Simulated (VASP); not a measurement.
Wanted: the native input for a VASP 6.6.1 run.

- Task: single point
- Functional: PBEsol
- Potentials or basis: VASP PAW PBE potentials, release 64 (Sb)
- Cutoff: 520 eV
- k mesh: 15 × 15 × 15
- Occupations: gaussian, width 0.02 eV
- Spin: no spin polarisation
- Dipole correction: no
- Further INCAR settings: ALGO = Normal; EDIFF = 1e-07; NBANDS = 8

The structure of Sb lies in POSCAR:

```
Sb
1.0
   -1.8898702189      1.8898702189      1.8898702189
    1.8898702189     -1.8898702189      1.8898702189
    1.8898702189      1.8898702189     -1.8898702189
Sb
1
Direct
    0.0000000000      0.0000000000      0.0000000000
```

The input as run:

INCAR

```
ALGO     = Normal         # electronic algorithm
EDIFF    = 1E-7           # SCF threshold, eV
ENCUT    = 520            # plane-wave cutoff, eV
GGA      = PS             # functional
ISIF     = 2              # what is computed and relaxed
ISMEAR   = 0              # smearing method
LASPH    = T              # aspherical terms in the spheres
LCHARG   = T              # write CHGCAR
LELF     = T              # ELF
LREAL    = F              # projectors in reciprocal space
LVHAR    = T            
LWAVE    = F              # write WAVECAR
NBANDS   = 8              # bands
NELM     = 100            # most SCF steps
PREC     = Accurate       # precision mode
SIGMA    = 0.02           # smearing width, eV
```

KPOINTS

```
k-points
0
Gamma
  15 15 15
```

Potentials or basis: VASP PAW PBE potentials, release 64 (Sb).

Run with:

```sh
$ cat potpaw_PBE.64/Sb/POTCAR > POTCAR
$ mpirun -np 1 vasp_std > vasp.out
```

It gave:

```
Pressure : -2.9 GPa
```

Caveat: the PAW data sets were made with another functional, which shifts forces and pressure a little.

Run time: 8.6 s on 1 thread of Intel Xeon 6975P-C (shared host), peak memory 0.15 GiB.
